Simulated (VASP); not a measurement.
# In (C2/m) in VASP: a series of runs

The runs below take In through electric field gradients, with LDA.

All numbers are computed with VASP 6.6.1; they aren't measurements. Logs are shortened: lines on timing, memory, paths and dates and some standing lists are left out, and cuts for length are marked.

## (1) The cell of the first run

It takes space group C2/m (No. 12, monoclinic). The conventional cell has a = 4.554 Å, b = 4.645 Å, c = 3.315 Å, α = 90.00°, β = 131.74°, γ = 90.00°. Within 4.3 Å of In (site symmetry 2/m) lie 12 In at 3.25 to 3.41 Å.

## (2) Electric field gradients, LDA (equal xy, yz and zx shear strains of -2 %)

Contents of INCAR:

```
ALGO = Normal
EDIFF = 1E-8
ENCUT = 520
GGA = CA
ISIF = 2
ISMEAR = -1
LASPH = T
LCHARG = F
LEFG = T
LREAL = F
LWAVE = F
NBANDS = 12
NELM = 60
PREC = Accurate
SIGMA = 0.05
```

Contents of KPOINTS:

```
k-points
0
Gamma
  14 14 14
```

Contents of POSCAR:

```
In
1.0
   -1.6671510000      1.6176720000      2.4739500000
    1.6176720000     -1.6671510000      2.4739500000
    1.6346280000      1.6346280000     -2.5064730000
In
1
Direct
    0.0000000000      0.0000000000      0.0000000000
```

Potentials or basis: VASP PAW LDA potentials, release 64 (In_d).

Run with:

```
cat potpaw_LDA.64/In_d/POTCAR > POTCAR
mpirun -np 1 vasp_std > vasp.out
```

OUTCAR:

```text
EDIFF = 1E-8
   ENCUT = 520
   GGA = CA
   ISIF = 2
   ISMEAR = -1
   LASPH = T
   LREAL = F
   NELM = 60
   PREC = Accurate

 ion  position               nearest neighbor table
   1  0.000  0.000  0.000-

  Warning from LATTYP: Got some problem with cell dimensions!
  Tried to take original basis but could not verify dimensions!
  LATTYP: Found a base centered monoclinic cell.
 ALAT       =     4.5539168681
 B/A-ratio  =     1.0200979445
 C/A-ratio  =     0.7278366462
 COS(beta)  =    -0.6657514815

  Lattice vectors:

 A1 = (  -3.2523000000,   0.0325230000,   0.0325230000)
 A2 = (   0.0325230000,  -3.2523000000,   0.0325230000)
 A3 = (   1.5851490000,   1.5851490000,   2.4414270000)

Analysis of symmetry for initial positions (statically):
=====================================================================
 Subroutine PRICEL returns:
 Original cell was already a primitive cell.

 Routine SETGRP: Setting up the symmetry group for a
 base centered monoclinic supercell.

 Subroutine GETGRP returns: Found  4 space group operations
 (whereof  4 operations were pure point group operations)
 out of a pool of  4 trial point group operations.

The static configuration has the point symmetry C_2h.

Analysis of symmetry for dynamics (positions and initial velocities):
=====================================================================
 Subroutine PRICEL returns:
 Original cell was already a primitive cell.

 Routine SETGRP: Setting up the symmetry group for a
 base centered monoclinic supercell.

 Subroutine GETGRP returns: Found  4 space group operations
 (whereof  4 operations were pure point group operations)
 out of a pool of  4 trial point group operations.

The dynamic configuration has the point symmetry C_2h.

 Subroutine INISYM returns: Found  4 space group operations
 (whereof  4 operations are pure point group operations),
 and found     1 'primitive' translations

----------------------------------------------------------------------------------------

                                     Primitive cell

  volume of cell :      26.1602

  direct lattice vectors                    reciprocal lattice vectors
    -1.667151000  1.617672000  2.473950000     0.005148319  0.309578726  0.205253214
     1.617672000 -1.667151000  2.473950000     0.309578726  0.005148319  0.205253214
     1.634628000  1.634628000 -2.506473000     0.310643272  0.310643272  0.006212865

  length of vectors
     3.393623986  3.393623986  3.409754287     0.371475941  0.371475941  0.439359857

  position of ions in fractional coordinates (direct lattice)
     0.000000000  0.000000000  0.000000000

  ion indices of the primitive-cell ions
   primitive index   ion index
                 1           1

----------------------------------------------------------------------------------------

 KPOINTS: k-points

Automatic generation of k-mesh.
 Grid dimensions read from file:
 generate k-points for:   14   14   14

 Generating k-lattice:

  Cartesian coordinates                     Fractional coordinates (reciprocal lattice)
     0.000367737  0.022112766  0.014660944     0.071428571  0.000000000  0.000000000
     0.022112766  0.000367737  0.014660944     0.000000000  0.071428571  0.000000000
     0.022188805  0.022188805  0.000443776    -0.000000000 -0.000000000  0.071428571

  Length of vectors
     0.026533996  0.026533996  0.031382847

  Shift w.r.t. Gamma in fractional coordinates (k-lattice)
     0.000000000  0.000000000  0.000000000

 Subroutine IBZKPT returns following result:
 ===========================================

 Found    744 irreducible k-points:

 Following reciprocal coordinates:
            Coordinates               Weight
  0.000000  0.000000  0.000000      1.000000
  0.071429  0.000000  0.000000      4.000000
  0.142857 -0.000000  0.000000      4.000000
  0.214286  0.000000  0.000000      4.000000
  0.285714  0.000000  0.000000      4.000000
  0.357143 -0.000000  0.000000      4.000000
[... 16 lines left out ...]
  0.214286  0.142857  0.000000      4.000000
  0.285714  0.142857  0.000000      4.000000
 [... further k-points ...]
   k-points           NKPTS =    744   k-points in BZ     NKDIM =    744   number of bands    NBANDS=     12
   number of dos      NEDOS =    301   number of ions     NIONS =      1
   total plane-waves  NPLWV =  21952
   dimension x,y,z NGX =    28 NGY =   28 NGZ =   28
   dimension x,y,z NGXF=    56 NGYF=   56 NGZF=   56
   ions per type =               1
   NGX,Y,Z   is equivalent  to a cutoff of  13.72, 13.72, 13.65 a.u.
   NGXF,Y,Z  is equivalent  to a cutoff of  27.43, 27.43, 27.30 a.u.
 SYSTEM =  unknown system
   PREC   = accura    normal or accurate (medium, high low for compatibility)
   ISTART =      0    job   : 0-new  1-cont  2-samecut
   ICHARG =      2    charge: 1-file 2-atom 10-const
   ISPIN  =      1    spin polarized calculation?
   LNONCOLLINEAR =      F non collinear calculations
   LSORBIT =      F    spin-orbit coupling
   LASPH  =      T    aspherical Exc in radial PAW
   ENCUT  =  520.0 eV  38.22 Ry    6.18 a.u.   6.31  6.31  6.34*2*pi/ulx,y,z
   NELM   =     60;   NELMIN=  2; NELMDL= -5     # of ELM steps
   EDIFF  = 0.1E-07   stopping-criterion for ELM
   LREAL  =      F    real-space projection
   EDIFFG = 0.1E-06   stopping-criterion for IOM
   NSW    =      0    number of steps for IOM
   IBRION =     -1    ionic relax: 0-MD 1-quasi-New 2-CG
   NFREE  =      0    steps in history (QN), initial steepest desc. (CG)
   ISIF   =      2    stress and relaxation
   ISYM   =      2    0-nonsym 1-usesym 2-fastsym
   POTIM  = 0.5000    time-step for ionic-motion
   TEBEG  =    0.0;   TEEND  =   0.0 temperature during run
   PSTRESS=    0.0 pullay stress
   NELECT =      13.0000    total number of electrons
   NUPDOWN=      -1.0000    fix difference up-down
   EMIN   =  10.00;   EMAX   =-10.00  energy-range for DOS
   EFERMI =   0.00;   METHOD = LEGACY
   ISMEAR =    -1;   SIGMA  =   0.05  broadening in eV -4-tet -1-fermi 0-gaus
   EFERMI_NEDOS =   21; number of points for ismear=-14 and -15
   IALGO  =     38    algorithm
   IMIX   =      4    mixing-type and parameters
     AMIX     =   0.40;   BMIX     =  1.00
     AMIX_MAG =   1.60;   BMIX_MAG =  1.00
  volume/ion in A,a.u.               =      26.16       176.54
  Fermi-wavevector in a.u.,A,eV,Ry     =   1.296708  2.450423 22.877550  1.681453
  Thomas-Fermi vector in A             =   2.428147
   LORBIT       =      0    0 simple, 1 ext, 2 COOP (PROOUT), +10 PAW based schemes
   GGA     = CA    functional components
   LHFCALC =     F    Hartree Fock is set to
   AEXX    =    0.0000 exact exchange contribution
   IVDW    =     0    specifies the selected vdW correction
   LEPSILON=     F    determine dielectric tensor
   LRPA    =     F    only Hartree local field effects (RPA)
 non-spin polarized calculation
  energy-cutoff  :      520.00
  volume of cell :       26.16
 maximum number of plane-waves:       720
 NGX is ok and might be reduce to    28
   NGX = 13   NGY = 13   NGZ = 13

 number of electron      13.0000002 magnetization

 Free energy of the ion-electron system (eV)
  ---------------------------------------------------
  ext. energy  EPLUGINS =         0.00000000
  ---------------------------------------------------
  free energy    TOTEN  =        -3.20783692 eV

  energy without entropy =       -3.20455848  energy(sigma->0) =       -3.20619770

 E-fermi :   7.2345     XC(G=0): -10.5271

 val. band max:        7.2331885219   @ k =  -0.4286  -0.4286   0.1429
 cond. band min:       7.2386597355   @ k =   0.3571   0.2857   0.4286
 fundamental gap:      0.0054712136
 Fermi energy:         7.2344663362

 k-point     1 :       0.0000    0.0000    0.0000
  band No.  band energies     occupation
      1      -7.4079      2.00000
      2      -7.3166      2.00000
      3      -7.2853      2.00000
      4      -7.2151      2.00000
      5      -7.1091      2.00000
      6      -2.3483      2.00000
      7      17.3252      0.00000
      8      17.5739      0.00000
      9      18.0954      0.00000
     10      19.0073      0.00000
     11      20.9343      0.00000
     12      21.2798      0.00000

 k-point     2 :       0.0714    0.0000    0.0000
  band No.  band energies     occupation
      1      -7.3989      2.00000
      2      -7.3096      2.00000
      3      -7.2825      2.00000
      4      -7.2152      2.00000
      5      -7.1130      2.00000
      6      -2.2344      2.00000
      7      16.6207      0.00000
      8      17.1316      0.00000
      9      17.5155      0.00000
     10      18.7235      0.00000
     11      21.2694      0.00000
     12      21.7038      0.00000
[... 316 lines left out ...]
 k-point    24 :       0.2857    0.1429    0.0000
  band No.  band energies     occupation
      1      -7.3477      2.00000
      2      -7.3167      2.00000
      3      -7.2486      2.00000
      4      -7.1319      2.00000
      5      -7.0553      2.00000
      6       0.5977      2.00000
      7       8.3452      0.00000
      8      12.4014      0.00000
      9      15.1482      0.00000
     10      18.2288      0.00000
     11      19.7457      0.00000
     12      21.4802      0.00000

 [... further k-points ...]
[... 5 lines left out ...]
  --------------------------------------------------------------------------------------
  -------------------------------------------------------------------------------------
  Total       -0.4436430     -0.4436430     -0.4168560      0.0329473      0.0206146      0.0206147
  in kB      -27.1708522    -27.1708522    -25.5302851      2.0178538      1.2625407      1.2625416
  external PRESSURE =     -26.6239965 kB  Pullay stress =       0.0000000 kB

 VOLUME and BASIS-vectors are now :
 -----------------------------------------------------------------------------
  energy-cutoff  :      520.00
  volume of cell :       26.16
      direct lattice vectors                 reciprocal lattice vectors
    -1.667151000  1.617672000  2.473950000     0.005148319  0.309578726  0.205253214
     1.617672000 -1.667151000  2.473950000     0.309578726  0.005148319  0.205253214
     1.634628000  1.634628000 -2.506473000     0.310643272  0.310643272  0.006212865

 POSITION                                       TOTAL-FORCE (eV/Angst)
 -----------------------------------------------------------------------------------
      0.00000      0.00000      0.00000         0.000000      0.000000      0.000000
 -----------------------------------------------------------------------------------
    total drift:                                0.000000      0.000000      0.000000

  FREE ENERGIE OF THE ION-ELECTRON SYSTEM (eV)
  ---------------------------------------------------
  free  energy   TOTEN  =        -3.2078369191 eV

  energy  without entropy=       -3.2045584763  energy(sigma->0) =       -3.20619770

 Electric field gradients (V/A^2)
---------------------------------------------------------------------
 ion       V_xx      V_yy      V_zz      V_xy      V_xz      V_yz
---------------------------------------------------------------------
   1     -10.619   -10.619    21.238    -3.570    -5.041    -5.041
---------------------------------------------------------------------

 Electric field gradients after diagonalization (V/A^2)
 (convention: |V_zz| > |V_xx| > |V_yy|)
----------------------------------------------------------------------
 ion       V_xx      V_yy      V_zz     asymmetry (V_yy - V_xx)/ V_zz
----------------------------------------------------------------------
   1     -15.570    -7.049    22.619       0.377
----------------------------------------------------------------------

           NMR quadrupolar parameters

 Cq : quadrupolar parameter    Cq=e*Q*V_zz/h
 eta: asymmetry parameters     (V_yy - V_xx)/ V_zz
 Q  : nuclear electric quadrupole moment in mb (millibarn)
----------------------------------------------------------------------
 ion       Cq(MHz)       eta       Q (mb)
----------------------------------------------------------------------
   1       0.055       0.377       1.000
----------------------------------------------------------------------
```

It took 2.2 min on 1 thread of AMD EPYC 9R14 (Zen 4), shared host; peak memory 0.29 GiB.

Results:

```yaml
Free_energy: -3.2078 eV
Pressure: -2.7 GPa
Band_gap_on_the_k_mesh: zero (an odd number of electrons rules out a gap without spin polarisation)
Largest_electric_field_gradient_by_atom: In +22.6 V/Å²
```

Stress tensor (GPa, compression positive):
```
-2.72  0.20  0.13
 0.20 -2.72  0.13
 0.13  0.13 -2.55
```

Levels at points of the mesh, in eV from the Fermi level:
| k point | band 2 | band 3 | band 4 | band 5 | band 6 | band 7 | band 8 | band 9 | band 10 | band 11 |
| --- | --- | --- | --- | --- | --- | --- | --- | --- | --- | --- |
| (0.00, 0.00, 0.00) | -14.55 | -14.52 | -14.45 | -14.34 | -9.58 | 10.09 | 10.34 | 10.86 | 11.77 | 13.70 |
| (0.50, 0.00, 0.00) | -14.61 | -14.51 | -14.25 | -14.21 | -4.23 | -3.32 | 7.16 | 8.89 | 11.13 | 11.20 |
| (0.50, 0.50, 0.00) | -14.70 | -14.25 | -14.24 | -14.15 | -2.08 | -1.93 | 3.38 | 4.27 | 7.00 | 7.83 |
| (0.00, 0.00, 0.50) | -14.70 | -14.26 | -14.22 | -14.15 | -1.86 | -1.57 | 3.34 | 3.72 | 6.92 | 7.32 |
| (0.50, 0.00, 0.50) | -14.60 | -14.52 | -14.27 | -14.22 | -4.53 | -3.41 | 7.68 | 9.08 | 11.34 | 11.78 |
| (0.50, 0.50, 0.50) | -14.70 | -14.24 | -14.22 | -14.20 | -3.01 | -2.67 | 4.61 | 4.72 | 8.25 | 8.29 |

Electric field gradients, principal values (V/Å²):
| atom | least | middle | greatest (by size) |
| --- | --- | --- | --- |
| 1 In | -7.049 | -15.570 | 22.619 |

Caveat: the cell differs from its parent crystal (equal xy, yz and zx shear strains of -2 %); without QUAD_EFG the Cq values of the log hold for a quadrupole moment of 1 mb, not for the nuclei; spin-orbit coupling is left out, which moves the levels of the heavy elements.

[end of part 1 of 2]
